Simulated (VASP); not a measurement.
# BiO5 (P6/mmm) in VASP: notebook

Runs on BiO5. Level: PBE. Tasks: single point.

Everything below comes from runs of VASP 6.6.1. Logs are shortened: lines on timing, memory, paths and dates and some standing lists are left out, and cuts for length are marked.

## 1. The cell of the first run

Symmetry: P6/mmm, No. 191, hexagonal system. Conventional cell: a = 3.734 Å, b = 3.734 Å, c = 5.399 Å, α = 90.00°, β = 90.00°, γ = 120.00°. Within 3.4 Å of Bi (site symmetry 6/mmm) lie 14 O at 2.55 to 2.70 Å. Within 2.9 Å of O (site symmetry 3m) lie 8 O at 2.16 to 2.74 Å and 3 Bi at 2.55 Å. O (site symmetry 6/mmm) has 12 O at 2.53 Å and 2 Bi at 2.70 Å within 3.3 Å.

## 2. Single point, PBE

Input file INCAR:

```
SYSTEM = BiO5
PREC     = Accurate       ! precision mode
ENCUT    = 520            ! plane-wave cutoff, eV
EDIFF    = 1E-6           ! SCF threshold, eV
ISMEAR   = 0              ! smearing method
SIGMA    = 0.1            ! smearing width, eV
LREAL    = .FALSE.        ! projectors in reciprocal space
LASPH    = .TRUE.         ! aspherical terms in the spheres
NELM     = 80             ! most SCF steps
ALGO     = Normal         ! electronic algorithm
ISIF     = 2              ! what is computed and relaxed
LWAVE    = .FALSE.        ! write WAVECAR
LCHARG   = .TRUE.         ! write CHGCAR
GGA      = PE             ! functional
LELF     = .TRUE.         ! ELF
LVHAR    = .TRUE.       
NBANDS   = 32             ! bands
```

Input file KPOINTS:

```
regular mesh
0
G
  6 6 4
  0 0 0
```

Input file POSCAR:

```
BiO5
1.0
    3.7340985326     -0.0000000026      0.0000000000
   -1.8670492640      3.2338241908      0.0000000000
    0.0000000000      0.0000000000      5.3987232205
Bi O
1 5
Direct
    0.0000000000      0.0000000000      0.5000000000
    0.6666666667      0.3333333333      0.7536504983
    0.0000000000      0.0000000000      0.0000000000
    0.6666666667      0.3333333333      0.2463495017
    0.3333333333      0.6666666667      0.2463495017
    0.3333333333      0.6666666667      0.7536504983
```

Potentials or basis: VASP PAW PBE potentials, release 64 (Bi_d, O).

Command:

```bash
cat potpaw_PBE.64/Bi_d/POTCAR potpaw_PBE.64/O/POTCAR > POTCAR
mpirun -np 1 vasp_std > vasp.out
```

OUTCAR:

```text
SYSTEM = BiO5
   PREC = Accurate
   ENCUT = 520
   EDIFF = 1E-6
   ISMEAR = 0
   LREAL = .FALSE.
   LASPH = .TRUE.
   NELM = 80
   ISIF = 2
   GGA = PE

 ion  position               nearest neighbor table
   1  0.000  0.000  0.500-   2 2.55   4 2.55   5 2.55   6 2.55   2 2.55   4 2.55   5 2.55   6 2.55
                             2 2.55   4 2.55   5 2.55   6 2.55   3 2.70   3 2.70
   2  0.667  0.333  0.754-   1 2.55   1 2.55   1 2.55
   3  0.000  0.000  0.000-   1 2.70   1 2.70
   4  0.667  0.333  0.246-   1 2.55   1 2.55   1 2.55
   5  0.333  0.667  0.246-   1 2.55   1 2.55   1 2.55
   6  0.333  0.667  0.754-   1 2.55   1 2.55   1 2.55

  LATTYP: Found a hexagonal cell.
 ALAT       =     3.7340985326
 C/A-ratio  =     1.4457902418

  Lattice vectors:

 A1 = (   3.7340985326,  -0.0000000026,   0.0000000000)
 A2 = (  -1.8670492640,   3.2338241908,   0.0000000000)
 A3 = (   0.0000000000,   0.0000000000,   5.3987232205)

Analysis of symmetry for initial positions (statically):
=====================================================================
 Subroutine PRICEL returns:
 Original cell was already a primitive cell.

 Routine SETGRP: Setting up the symmetry group for a
 hexagonal supercell.

 Subroutine GETGRP returns: Found 24 space group operations
 (whereof 24 operations were pure point group operations)
 out of a pool of 24 trial point group operations.

The static configuration has the point symmetry D_6h.

Analysis of symmetry for dynamics (positions and initial velocities):
=====================================================================
 Subroutine PRICEL returns:
 Original cell was already a primitive cell.

 Routine SETGRP: Setting up the symmetry group for a
 hexagonal supercell.

 Subroutine GETGRP returns: Found 24 space group operations
 (whereof 24 operations were pure point group operations)
 out of a pool of 24 trial point group operations.

The dynamic configuration has the point symmetry D_6h.

 Subroutine INISYM returns: Found 24 space group operations
 (whereof 24 operations are pure point group operations),
 and found     1 'primitive' translations

----------------------------------------------------------------------------------------
[... 89 lines left out ...]
   ISTART =      0    job   : 0-new  1-cont  2-samecut
   ICHARG =      2    charge: 1-file 2-atom 10-const
   ISPIN  =      1    spin polarized calculation?
   LNONCOLLINEAR =      F non collinear calculations
   LSORBIT =      F    spin-orbit coupling
   LASPH  =      T    aspherical Exc in radial PAW
   ENCUT  =  520.0 eV  38.22 Ry    6.18 a.u.   6.94  6.94 10.04*2*pi/ulx,y,z
   NELM   =     80;   NELMIN=  2; NELMDL= -5     # of ELM steps
   EDIFF  = 0.1E-05   stopping-criterion for ELM
   LREAL  =      F    real-space projection
[... 7 lines left out ...]
   TEBEG  =    0.0;   TEEND  =   0.0 temperature during run
   PSTRESS=    0.0 pullay stress
   NELECT =      45.0000    total number of electrons
   NUPDOWN=      -1.0000    fix difference up-down
   EMIN   =  10.00;   EMAX   =-10.00  energy-range for DOS
   EFERMI =   0.00;   METHOD = LEGACY
   ISMEAR =     0;   SIGMA  =   0.10  broadening in eV -4-tet -1-fermi 0-gaus
   EFERMI_NEDOS =   21; number of points for ismear=-14 and -15
   IALGO  =     38    algorithm
   IMIX   =      4    mixing-type and parameters
     AMIX     =   0.40;   BMIX     =  1.00
     AMIX_MAG =   1.60;   BMIX_MAG =  1.00
  volume/ion in A,a.u.               =      10.87        73.32
  Fermi-wavevector in a.u.,A,eV,Ry     =   1.446820  2.734094 28.480925  2.093289
  Thomas-Fermi vector in A             =   2.564845
   LORBIT       =      0    0 simple, 1 ext, 2 COOP (PROOUT), +10 PAW based schemes
   GGA     = PE    functional components
   LHFCALC =     F    Hartree Fock is set to
   AEXX    =    0.0000 exact exchange contribution
   IVDW    =     0    specifies the selected vdW correction
   LEPSILON=     F    determine dielectric tensor
   LRPA    =     F    only Hartree local field effects (RPA)
 non-spin polarized calculation
 Gauss-broadening in eV      SIGMA  =   0.10
  energy-cutoff  :      520.00
  volume of cell :       65.19
 maximum number of plane-waves:      1773
 NGX is ok and might be reduce to    28
   NGX = 13   NGY = 13   NGZ = 21

 number of electron      44.9999994 magnetization

 Free energy of the ion-electron system (eV)
  ---------------------------------------------------
  ext. energy  EPLUGINS =         0.00000000
  ---------------------------------------------------
  free energy    TOTEN  =       -22.05512487 eV

  energy without entropy =      -22.01861870  energy(sigma->0) =      -22.03687179

 E-fermi :   4.3773     XC(G=0): -11.5608

 val. band max:        4.3644834178   @ k =   0.3333  -0.0000   0.0000
 cond. band min:       4.3781685681   @ k =   0.1667  -0.0000   0.0000
 fundamental gap:      0.0136851504
 Fermi energy:         4.3772605793

 k-point     1 :       0.0000    0.0000    0.0000
  band No.  band energies     occupation
      1     -17.9246      2.00000
      2     -17.9246      2.00000
      3     -17.8803      2.00000
      4     -17.8384      2.00000
      5     -17.8384      2.00000
      6     -15.3118      2.00000
[... 724 lines left out ...]
     31      20.8989      0.00000
     32      20.8989      0.00000

------------------------ aborting loop because EDIFF is reached ----------------------------------------

  FORCE on cell =-STRESS in cart. coord.  units (eV):
  Direction    XX          YY          ZZ          XY          YZ          ZX
  --------------------------------------------------------------------------------------
  -------------------------------------------------------------------------------------
  Total       -0.0334510     -0.0334510     -0.1269323     -0.0000000     -0.0000000     -0.0000000
  in kB       -0.8221023     -0.8221023     -3.1195316     -0.0000000     -0.0000000     -0.0000000
  external PRESSURE =      -1.5879121 kB  Pullay stress =       0.0000000 kB

 VOLUME and BASIS-vectors are now :
 -----------------------------------------------------------------------------
  energy-cutoff  :      520.00
  volume of cell :       65.19
      direct lattice vectors                 reciprocal lattice vectors
     3.734098533 -0.000000003  0.000000000     0.267802253  0.154615703  0.000000000
    -1.867049264  3.233824191  0.000000000     0.000000000  0.309231406  0.000000000
     0.000000000  0.000000000  5.398723220     0.000000000  0.000000000  0.185228981

 POSITION                                       TOTAL-FORCE (eV/Angst)
 -----------------------------------------------------------------------------------
      0.00000      0.00000      2.69936        -0.000000     -0.000000     -0.000000
      1.86705      1.07794      4.06875        -0.000000      0.000000      0.011225
      0.00000      0.00000      0.00000        -0.000000     -0.000000     -0.000000
      1.86705      1.07794      1.32997         0.000000      0.000000     -0.011225
      0.00000      2.15588      1.32997         0.000000     -0.000000     -0.011225
      0.00000      2.15588      4.06875         0.000000     -0.000000      0.011225
 -----------------------------------------------------------------------------------
    total drift:                               -0.000000     -0.000000      0.000000

  FREE ENERGIE OF THE ION-ELECTRON SYSTEM (eV)
  ---------------------------------------------------
  free  energy   TOTEN  =       -22.0551248726 eV

  energy  without entropy=      -22.0186187050  energy(sigma->0) =      -22.03687179
```

Run time: 32 s. Hardware: 1 thread of Intel Xeon Platinum 8559C (Emerald Rapids), shared host; peak memory 0.18 GiB.

Results:

```
Free energy   : -22.0551 eV
Pressure      : -0.2 GPa
Largest force : 0.011 eV/Å
```

Forces on the atoms (eV/Å):
```
Bi   0.000  0.000  0.000
O    0.000  0.000  0.011
O    0.000  0.000  0.000
O    0.000  0.000 -0.011
O    0.000  0.000 -0.011
O    0.000  0.000  0.011
```

Caveat: spin-orbit coupling is left out, which moves the levels of the heavy elements; an odd number of electrons without spin polarisation forces a metal; a magnetic or distorted state may lie lower.

## 3. Single point, PBE

This run uses another cell than the first one, of 13.19 Å³/atom, 1.214 times its volume.

Input file INCAR:

```
SYSTEM = BiO5
ALGO = Normal ; EDIFF = 1E-6
ENCUT = 520 ; GGA = PE
ISIF = 2 ; ISMEAR = 0
LASPH = .True. ; LCHARG = .True.
LELF = .True. ; LREAL = .False.
LVHAR = .True. ; LWAVE = .False.
NBANDS = 32 ; NELM = 80
PREC = Accurate ; SIGMA = 0.1
```

Input file KPOINTS:

```
k-points
0
Gamma
  6 6 4
  0 0 0
```

Input file POSCAR:

```
BiO5
1.0
    4.0678412500      0.0000000000      0.0000000000
   -2.0339206200      3.5228538600      0.0000000000
    0.0000000000      0.0000000000      5.5218942500
Bi O
1 5
Direct
    0.0000000000      0.0000000000      0.5000000000
    0.6666666700      0.3333333300      0.7959949400
    0.0000000000      0.0000000000      0.0000000000
    0.6666666700      0.3333333300      0.2040050600
    0.3333333300      0.6666666700      0.2040050600
    0.3333333300      0.6666666700      0.7959949400
```

Potentials or basis: VASP PAW PBE potentials, release 64 (Bi_d, O).

Command:

```bash
cat potpaw_PBE.64/Bi_d/POTCAR potpaw_PBE.64/O/POTCAR > POTCAR
mpirun -np 1 vasp_std > vasp.out
```

Run time: 36 s. Hardware: 1 thread of Intel Xeon Platinum 8559C (Emerald Rapids), shared host; peak memory 0.2 GiB.

The run converged. Its results:

| Quantity | Value |
| --- | --- |
| Free energy | -20.4457 eV |
| Pressure | -16.8 GPa |
| Largest force | 1.042 eV/Å |

Forces in eV/Å, atoms in the order of the input:
```
Bi   0.000  0.000  0.000
O    0.000  0.000 -1.042
O    0.000  0.000  0.000
O    0.000  0.000  1.042
O    0.000  0.000  1.042
O    0.000  0.000 -1.042
```

Stress tensor (GPa, compression positive):
```
-14.98   0.00   0.00
  0.00 -14.98   0.00
  0.00   0.00 -20.34
```

Levels at points of the mesh, in eV from the Fermi level:
| k point | band 20 | band 21 | band 22 | band 23 | band 24 | band 25 |
| --- | --- | --- | --- | --- | --- | --- |
| (0.00, 0.00, 0.00) | -1.95 | -0.78 | -0.17 | -0.17 | 0.41 | 0.41 |
| (0.50, 0.00, 0.00) | -0.40 | -0.29 | -0.08 | 0.09 | 0.15 | 0.20 |
| (0.00, 0.00, 0.50) | -1.53 | -0.87 | -0.87 | 0.07 | 0.14 | 0.72 |
| (0.50, 0.00, 0.50) | -0.58 | -0.35 | -0.15 | -0.14 | 0.11 | 0.20 |

Caveat: spin-orbit coupling is left out, which moves the levels of the heavy elements; an odd number of electrons without spin polarisation forces a metal; a magnetic or distorted state may lie lower.

## 4. Single point, PBE

This run uses another cell than the first one, of 10.89 Å³/atom, 1.002 times its volume.

Input file INCAR:

```
  ALGO = Normal
  EDIFF = 1E-6
  ENCUT = 520
  GGA = PE
  ISIF = 2
  ISMEAR = 0
  LASPH = T
  LCHARG = F
  LREAL = F
  LWAVE = F
  NBANDS = 32
  NELM = 60
  PREC = Accurate
  SIGMA = 0.1
```

Input file KPOINTS:

```
k-points
0
Gamma
  12 12 8
```

Input file POSCAR:

```
BiO5
1.0
    3.7208213058      0.0000000000      0.0000000000
   -1.8604106529      3.2223257738      0.0000000000
    0.0000000000      0.0000000000      5.4485560774
Bi O
1 5
Direct
    0.0000000000      0.0000000000      0.5000000000
    0.6666666667      0.3333333333      0.7535735345
    0.0000000000      0.0000000000      0.0000000000
    0.6666666667      0.3333333333      0.2464264655
    0.3333333333      0.6666666667      0.2464264655
    0.3333333333      0.6666666667      0.7535735345
```

Command:

```bash
cat potpaw_PBE.64/Bi_d/POTCAR potpaw_PBE.64/O/POTCAR > POTCAR
mpirun -np 1 vasp_std > vasp.out
```

Run time: 90 s. Hardware: 1 thread of Intel Xeon Platinum 8559C (Emerald Rapids), shared host; peak memory 0.28 GiB.

It converged, with:

* Free energy: -22.0574 eV
* Pressure: -0.1 GPa
* Largest force: 0.012 eV/Å

Forces on the atoms (eV/Å):
```
Bi   0.000  0.000  0.000
O    0.000  0.000  0.012
O    0.000  0.000  0.000
O    0.000  0.000 -0.012
O    0.000  0.000 -0.012
O    0.000  0.000  0.012
```

Stress tensor (GPa, compression positive):
```
-0.02  0.00  0.00
 0.00 -0.02  0.00
 0.00  0.00 -0.13
```

Levels at points of the mesh, in eV from the Fermi level:
```csv
k point,band 21,band 22,band 23,band 24,band 25,band 26
"(0.00, 0.00, 0.00)",-1.44,-0.25,-0.25,0.17,0.17,0.38
"(0.50, 0.00, 0.00)",-0.57,-0.32,-0.14,0.28,0.57,0.69
"(0.00, 0.00, 0.50)",-1.44,-0.70,-0.44,0.52,0.79,0.79
"(0.50, 0.00, 0.50)",-0.61,-0.37,-0.37,0.54,0.61,0.66
```

Caveat: spin-orbit coupling is left out, which moves the levels of the heavy elements; an odd number of electrons without spin polarisation forces a metal; a magnetic or distorted state may lie lower.

## 5. The runs side by side

| cell | k mesh | gap on the mesh (eV) | pressure (GPa) | largest force (eV/Å) |
| --- | --- | --- | --- | --- |
| a = 3.734, b = 3.734, c = 5.399 Å, angles 90.0, 90.0, 120.0°, 6 atoms | 6 × 6 × 4 | none | -0.2 | 0.01 |
| a = 4.068, b = 4.068, c = 5.522 Å, angles 90.0, 90.0, 120.0°, 6 atoms | 6 × 6 × 4 | none | -16.8 | 1.04 |
| a = 3.721, b = 3.721, c = 5.449 Å, angles 90.0, 90.0, 120.0°, 6 atoms | 12 × 12 × 8 | none | -0.1 | 0.01 |

Alike in all rows: task single point; level PBE; potentials or basis VASP PAW PBE potentials, release 64 (Bi_d, O); no spin polarisation; cutoff (eV) 520; smearing gaussian 0.1 eV.

Caveats: spin-orbit coupling is left out, which moves the levels of the heavy elements; an odd number of electrons without spin polarisation forces a metal; a magnetic or distorted state may lie lower.

Absolute energies hang on the potentials; compare differences alone.
